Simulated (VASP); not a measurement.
Crystal: Se.

```
Se
1.0
     4.36620    0.00000    0.00000
    -2.18310    3.78124    0.00000
     0.00000    0.00000    4.95360
Se
3
Direct
  0.77460 0.77460 0.00000
  0.00000 0.22540 0.66667
  0.22540 0.00000 0.33333
```

- Program: VASP 6.6.1
- Task: relaxation of cell and atoms
- Functional: PBEsol
- Dispersion: D4
- Potentials or basis: VASP PAW PBE potentials, release 64 (Se)
- Cutoff: 600 eV
- k mesh: 7 × 7 × 6
- Occupations: fermi-dirac, width 0.05 eV
- Spin: no spin polarisation

At the start: pressure -0.8 GPa; volume 27.26 Å³/atom.

Q: How do energy, volume and symmetry change on relaxing?

A: Over 12 steps the energy falls by 55.5 meV/atom and the volume is 22.84 Å³/atom (-16.2 %); space group P3_121 (No. 152, to 0.05 Å).

The path:
| step | energy change (eV) | largest force (eV/Å) | pressure (GPa) | volume (Å³) |
| --- | --- | --- | --- | --- |
| 1 | 0.0000 | 0.3288 | -0.78 | 81.78 |
| 2 | -0.0290 | 0.2619 | -0.94 | 80.23 |
| 3 | -0.1030 | 0.1249 | -0.98 | 75.62 |
| 4 | -0.1560 | 0.0206 | 1.64 | 66.73 |
| 5 | -0.1603 | 0.0477 | 0.60 | 68.99 |
| 6 | -0.1608 | 0.0410 | 0.84 | 68.39 |
| 7 | -0.1419 | 0.2847 | -2.67 | 70.30 |
| 8 | -0.1645 | 0.0659 | -0.24 | 68.94 |
| 9 | -0.1666 | 0.0117 | -0.04 | 68.56 |
| 10 | -0.1666 | 0.0108 | -0.06 | 68.55 |
| 11 | -0.1665 | 0.0119 | 0.21 | 68.40 |
| 12 | -0.1666 | 0.0052 | 0.02 | 68.52 |

Final structure:
```
CELL_PARAMETERS angstrom
3.92194 0.00000 0.00000
-1.96097 3.39650 0.00000
0.00000 0.00000 5.14355
ATOMIC_POSITIONS crystal
Se 0.74139 0.74139 0.00000
Se 0.00000 0.25861 0.66667
Se 0.25861 0.00000 0.33333
```

Caveat: the volume moved by over 15 % at a fixed basis, so the end points are rough; the PAW data sets were made with another functional, which shifts forces and pressure a little; the volume moved by -16 % from the deposited cell, more than functionals usually miss.
